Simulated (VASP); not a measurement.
## InP: single point with HSE06

Crystal: InP.

```
CELL_PARAMETERS angstrom
0.00000 2.98333 2.98333
2.98333 0.00000 2.98333
2.98333 2.98333 0.00000
ATOMIC_POSITIONS crystal
In 0.00000 0.00000 0.00000
P 0.25000 0.25000 0.25000
```

This cell differs from its parent crystal: strain +1.0%.

* Program: VASP 6.6.1
* Task: single point
* Functional: HSE06
* Potentials or basis: VASP PAW PBE potentials, release 64 (In_d, P)
* Cutoff: 520 eV
* k mesh: 6 × 6 × 6
* Occupations: gaussian, width 0.01 eV
* Spin: no spin polarisation

```
Pressure               : -2.3 GPa
Band gap on the k mesh : 1.17 eV
```

Levels at points of the mesh, in eV from the valence-band top:
| k point | band 5 | band 6 | band 7 | band 8 | band 9 | band 10 | band 11 | band 12 | band 13 | band 14 |
| --- | --- | --- | --- | --- | --- | --- | --- | --- | --- | --- |
| (0.00, 0.00, 0.00) | -15.67 | -12.37 | 0.00 | 0.00 | 0.00 | 1.17 | 4.90 | 4.90 | 4.90 | 9.30 |
| (0.50, 0.00, 0.00) | -15.66 | -10.67 | -5.95 | -0.98 | -0.98 | 2.10 | 5.63 | 5.63 | 7.91 | 10.29 |
| (0.50, 0.50, 0.00) | -15.64 | -10.03 | -6.00 | -2.35 | -2.35 | 2.45 | 2.98 | 10.05 | 10.52 | 10.52 |

Wall time 58 min on 1 thread of AMD EPYC 9755 128-Core Processor, with other jobs on the host, peak memory 0.27 GiB.

Caveat: the cell differs from its parent crystal (strain +1.0%); the PAW data sets were made with another functional, which shifts forces and pressure a little; spin-orbit coupling is left out, which moves the levels of the heavy elements.
